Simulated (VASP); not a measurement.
A run of VASP 6.6.1 is set up as follows.

File INCAR:

```
SYSTEM = B4Ru
ALGO = Normal ; EDIFF = 1E-6
ENCUT = 520 ; GGA = PE
ISIF = 2 ; ISMEAR = 0
ISPIN = 2 ; LASPH = .TRUE.
LCHARG = .TRUE. ; LELF = .TRUE.
LMAXMIX = 4 ; LORBIT = 11
LREAL = .FALSE. ; LVHAR = .TRUE.
LWAVE = .FALSE. ; MAGMOM = 0 0 0 0 0.44
NBANDS = 25 ; NELM = 150
PREC = Accurate ; SIGMA = 0.1
```

KPOINTS

```
k-points
0
G
  14 14 6
  0 0 0
```

POSCAR

```
B4Ru
1.0
    2.6346385703      0.0000000000      0.0000000000
    0.0000000000      2.6346385703      0.0000000000
    0.0000000000      0.0000000000      6.7264069547
B Ru
4 1
Direct
    0.5000000000      0.5000000000      0.1741108700
    0.5000000000      0.5000000000      0.8258891300
    0.5000000000      0.0000000000      0.0000000000
    0.0000000000      0.5000000000      0.0000000000
    0.5000000000      0.5000000000      0.5000000000
```

Potentials or basis: VASP PAW PBE potentials, release 64 (B, Ru_pv).

Launch:

```bash
$ cat potpaw_PBE.64/B/POTCAR potpaw_PBE.64/Ru_pv/POTCAR > POTCAR
$ mpirun -np 1 vasp_std > vasp.out
```

(1) Predict the net moment.

(2) Predict the band gap on the k mesh.

(3) What does it give for the pressure?

Results:

(1) 0.00 μB per cell.

(2) zero (filled and empty bands overlap).

(3) 0.0 GPa.
